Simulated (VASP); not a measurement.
A run of VASP 6.6.1 is set up as follows.

File INCAR:

```
SYSTEM = KMgF3
PREC = Accurate ; ENCUT = 520
EDIFF = 1E-7 ; ISMEAR = 0
SIGMA = 0.01 ; LREAL = .False.
LASPH = .True. ; NELM = 80
ALGO = Normal ; ISIF = 2
LWAVE = .False. ; LCHARG = .False.
GGA = PS ; NBANDS = 24
```

The input KPOINTS:

```
Automatic mesh
0
Gamma
  6 6 6
  0 0 0
```

The input POSCAR:

```
KMgF3
1.0
    3.7798164170      0.0000000000      0.0000000000
    0.0000000000      3.7798164170      0.0000000000
    0.0000000000      0.0000000000      3.7798164170
K Mg F
1 1 3
Direct
    0.5000000000      0.5000000000      0.5000000000
    0.0000000000      0.0000000000      0.0000000000
    0.5000000000      0.0000000000      0.0000000000
    0.0000000000      0.5000000000      0.0000000000
    0.0000000000      0.0000000000      0.5000000000
```

Potentials or basis: VASP PAW PBE potentials, release 64 (K_sv, Mg, F).

Launch:

```console
$ cat potpaw_PBE.64/K_sv/POTCAR potpaw_PBE.64/Mg/POTCAR potpaw_PBE.64/F/POTCAR > POTCAR
$ mpirun -np 1 vasp_std > vasp.out
```

Q: Estimate the pressure.

A: 16.9 GPa.

Q: Predict the band gap on the k mesh.

A: 8.42 eV, indirect (least direct gap 8.73 eV).

Caveat: the PAW data sets were made with another functional, which shifts forces and pressure a little. A k mesh can miss the band edges.
